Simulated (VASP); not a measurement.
Wanted: the native input for a VASP 6.6.1 run.

```
Task                   : single point
Functional             : PBE
Potentials or basis    : VASP PAW PBE potentials, release 64 (Ta_pv)
Cutoff                 : 520 eV
k mesh                 : 14 × 14 × 4
Occupations            : fermi-dirac, width 0.1 eV
Spin                   : no spin polarisation
Dipole correction      : no
Further INCAR settings : ALGO = Normal; EDIFF = 1e-06; NBANDS = 30
```

The structure of Ta lies in POSCAR:

```
Ta
1.0
    2.8985169860      0.0000000000      0.0000000000
   -1.4492584930      2.5101893432      0.0000000000
    0.0000000000      0.0000000000      9.9208806902
Ta
4
Direct
    0.0000000000      1.0000000000      1.0000000000
    0.0000000000      1.0000000000      0.5000000000
    0.3333333333      0.6666666667      0.2500000000
    0.6666666667      0.3333333333      0.7500000000
```

This isn't the form of Ta at room conditions, which is bcc.

The input as run:

INCAR

```
PREC = Accurate
ENCUT = 520
EDIFF = 1E-6
ISMEAR = -1
SIGMA = 0.1
LREAL = False
LASPH = True
NELM = 100
ALGO = Normal
ISIF = 2
LWAVE = False
LCHARG = False
GGA = PE
NBANDS = 30
```

KPOINTS

```
Automatic mesh
0
Gamma
  14 14 4
```

Potentials or basis: VASP PAW PBE potentials, release 64 (Ta_pv).

Command:

```console
$ cat potpaw_PBE.64/Ta_pv/POTCAR > POTCAR
$ mpirun -np 1 vasp_std > vasp.out
```

It gave:

- Pressure: 8.5 GPa
- Band gap on the k mesh: zero (bands 22 and 23 overlap by 1.07 eV)

Caveat: the cell stands under pressure; spin-orbit coupling is left out, which moves the levels of the heavy elements.

Wall time 68 s on 1 thread of AMD EPYC 9R45 (Zen 5) (shared host), peak memory 0.23 GiB.
